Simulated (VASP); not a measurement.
The system is CsAl2.

```
CELL_PARAMETERS angstrom
0.00000 4.23928 4.23928
4.23928 0.00000 4.23928
4.23928 4.23928 0.00000
ATOMIC_POSITIONS crystal
Cs 0.00000 0.00000 0.00000
Cs 0.25000 0.25000 0.25000
Al 0.62500 0.62500 0.62500
Al 0.12500 0.62500 0.62500
Al 0.62500 0.62500 0.12500
Al 0.62500 0.12500 0.62500
```

| Property | Result |
| --- | --- |
| Program | VASP 6.6.1 |
| Task | relaxation of cell and atoms |
| Functional | PBE |
| Potentials or basis | VASP PAW PBE potentials, release 64 (Cs_sv, Al) |
| Cutoff | 600 eV |
| k mesh | 4 × 4 × 4 |
| Occupations | gaussian, width 0.1 eV |
| Spin | no spin polarisation |

At the start: pressure 5.1 GPa; volume 25.40 Å³/atom.

Task: Where does the relaxation end?

Result: Over 3 steps the energy falls by 55.6 meV/atom and the volume is 29.60 Å³/atom (+16.6 %); space group Fd-3m (No. 227, to 0.05 Å).

The path:
```csv
step,energy change (eV),largest force (eV/Å),pressure (GPa),volume (Å³)
1,0.0000,0.0000,5.06,152.37
2,-0.3183,0.0000,0.90,170.75
3,-0.3337,0.0000,-0.13,177.60
```

Final structure:
```
Cs Al
1.0
     0.00000    4.46136    4.46136
     4.46136    0.00000    4.46136
     4.46136    4.46136    0.00000
Cs Al
2 4
Direct
  0.00000 0.00000 0.00000
  0.25000 0.25000 0.25000
  0.62500 0.62500 0.62500
  0.12500 0.62500 0.62500
  0.62500 0.62500 0.12500
  0.62500 0.12500 0.62500
```

Caveat: the volume moved by over 15 % at a fixed basis, so the end points are rough.
